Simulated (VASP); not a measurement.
Hf4O3:

```xyz
7
Lattice="4.6264 0.0000 0.0000 0.0000 4.6264 0.0000 0.0000 0.0000 4.7884" Properties=species:S:1:pos:R:3 pbc="T T T"
Hf    1.1820    1.1820    1.2436
Hf    3.4444    3.4444    1.2436
Hf    3.4444    1.1820    3.5448
Hf    1.1820    3.4444    3.5448
O     0.0000    0.0000    0.0000
O     0.0000    0.0000    2.3942
O     2.3132    2.3132    0.0000
```

* Program: VASP 6.6.1
* Task: relaxation of cell and atoms
* Functional: PBE
* Potentials or basis: VASP PAW PBE potentials, release 64 (Hf_pv, O)
* Cutoff: 600 eV
* k mesh: 4 × 4 × 4
* Occupations: gaussian, width 0.2 eV
* Spin: no spin polarisation

At the start: pressure 23.2 GPa; volume 14.64 Å³/atom.

Problem. Where does the relaxation end?

Solution. Over 10 steps the energy falls by 130.3 meV/atom and the volume is 16.46 Å³/atom (+12.4 %); space group P-42m (No. 111, to 0.05 Å).

Step by step:
```
step  energy change (eV)  largest force (eV/Å)  pressure (GPa)  volume (Å³)
   1              0.0000                0.4788           23.24       102.49
   2              0.7761                0.9406          -20.14       137.30
   3             -0.8447                0.6901           -1.30       115.62
   4             -0.8465                0.6812           -0.53       115.06
   5             -0.8464                0.6769           -0.16       114.80
   6             -0.8976                0.3174            0.41       114.85
   7             -0.8991                0.3473            0.56       114.86
   8             -0.9098                0.0391           -0.49       115.74
   9             -0.9100                0.0399           -0.38       115.64
  10             -0.9118                0.0333            0.38       115.19
```

Final structure:
```
Hf O
1.0
     4.78184    0.00000    0.00000
     0.00000    4.78184    0.00000
     0.00000    0.00000    5.03775
Hf O
4 3
Direct
  0.25035 0.25035 0.25063
  0.74965 0.74965 0.25063
  0.74965 0.25035 0.74937
  0.25035 0.74965 0.74937
  0.00000 0.00000 0.00000
  0.00000 0.00000 0.50000
  0.50000 0.50000 0.00000
```

Caveat: the relaxation stopped at a loose force limit of 0.08 eV/Å, so its end isn't a converged minimum.
